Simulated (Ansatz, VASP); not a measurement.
## Rh in VASP and in Ansatz

INCAR

```
SYSTEM = Rh
PREC = Accurate ; ENCUT = 520
EDIFF = 1E-6 ; ISMEAR = -1
SIGMA = 0.15 ; LREAL = .FALSE.
LASPH = .TRUE. ; NELM = 100
ALGO = Normal ; ISIF = 2
LWAVE = .FALSE. ; LCHARG = .TRUE.
GGA = CA ; LELF = .TRUE.
LVHAR = .TRUE. ; NBANDS = 14
```

Contents of KPOINTS:

```
regular mesh
0
G
  20 20 20
  0 0 0
```

The input POSCAR:

```
Rh
1.0
    0.0000000000      1.8661252106      1.8661252106
    1.8661252106      0.0000000000      1.8661252106
    1.8661252106      1.8661252106      0.0000000000
Rh
1
Direct
    0.0000000000      0.0000000000      0.0000000000
```

Input for Ansatz:

```yaml
crystal:
  lattice:
    - [0.0, 1.8661252106, 1.8661252106]
    - [1.8661252106, 0.0, 1.8661252106]
    - [1.8661252106, 1.8661252106, 0.0]
  atoms:
    - { symbol: Rh, position: [0.0, 0.0, 0.0] }
basis:
  ecutwfc: 420
kpoints:
  mp_grid: { grid: [20, 20, 20] }
hamiltonian:
  xc: lda
scf:
  occupations: { method: fermi_dirac, width: 0.15 }
output:
  forces: true
  stress: true
  eigenvalues: true
  write_density: true
  write_potential: true
  elf: true
  volumetric_format: npy
```

Alike in both runs: task single point; functional LDA; k mesh 20 × 20 × 20; occupations fermi-dirac, width 0.15 eV; no spin polarisation.

|  | VASP | Ansatz |
| --- | --- | --- |
| version | VASP 6.6.1 | Ansatz 0.2.0 |
| potentials or method | VASP PAW LDA potentials, release 64 (Rh_pv), cutoff 520 eV | scalar-relativistic, plane waves, PAW |
| valence electrons in the cell | 15 | 17 |

Ansatz gave:

| Item | Value |
| --- | --- |
| gap on the k mesh at the Fermi level (eV) | none |
| pressure (GPa) | 6.6 |

Estimate VASP's values.

gap on the k mesh at the Fermi level (eV): none; pressure (GPa): 7.6.

LDA's correlation is that of Perdew and Zunger in VASP and of Perdew and Wang (1992) in Ansatz. A gap of «none» marks a metal or a gap that the smearing closes. VASP's potentials hold 15 valence electrons a cell and Ansatz's 17, so a difference there can come from the potentials and not from the codes.
